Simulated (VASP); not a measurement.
ZnSb2S6, 9 atoms in the cell. It takes space group Fm-3m (No. 225, cubic). Conventional cell: a = 8.868 Å, b = 8.868 Å, c = 8.868 Å, α = 90.00°, β = 90.00°, γ = 90.00°. Zn (site symmetry m-3m) has 6 S at 2.33 Å within 3.1 Å. Sb (site symmetry -43m) has 12 S at 3.14 Å and 4 Zn at 3.84 Å within 4.1 Å. S (site symmetry 4mm) has 1 Zn at 2.33 Å and 8 S at 2.98 to 3.29 Å and 4 Sb at 3.14 Å within 3.3 Å. 

- Program: VASP 6.6.1
- Task: single point
- Functional: PBE
- Potentials or basis: VASP PAW PBE potentials, release 64 (Zn, Sb, S)
- Cutoff: 520 eV
- k mesh: 4 × 4 × 4
- Occupations: gaussian, width 0.2 eV
- Spin: no spin polarisation
- Dipole correction: no
- Further INCAR settings: ALGO = Normal; EDIFF = 1e-06; NBANDS = 39

Potentials or basis: VASP PAW PBE potentials, release 64 (Zn, Sb, S).

Run with:

```bash
$ cat potpaw_PBE.64/Zn/POTCAR potpaw_PBE.64/Sb/POTCAR potpaw_PBE.64/S/POTCAR > POTCAR
$ mpirun -np 1 vasp_std > vasp.out
```

Hardware: 1 thread of Intel(R) Xeon(R) 6975P-C (Granite Rapids), on a shared host.

Question: How long does it take, and how much memory?

Answer: Run time: 34 s on 1 thread of Intel(R) Xeon(R) 6975P-C (Granite Rapids), on a shared host, peak memory 0.34 GiB. Counts: scf iterations 14, k points 8.
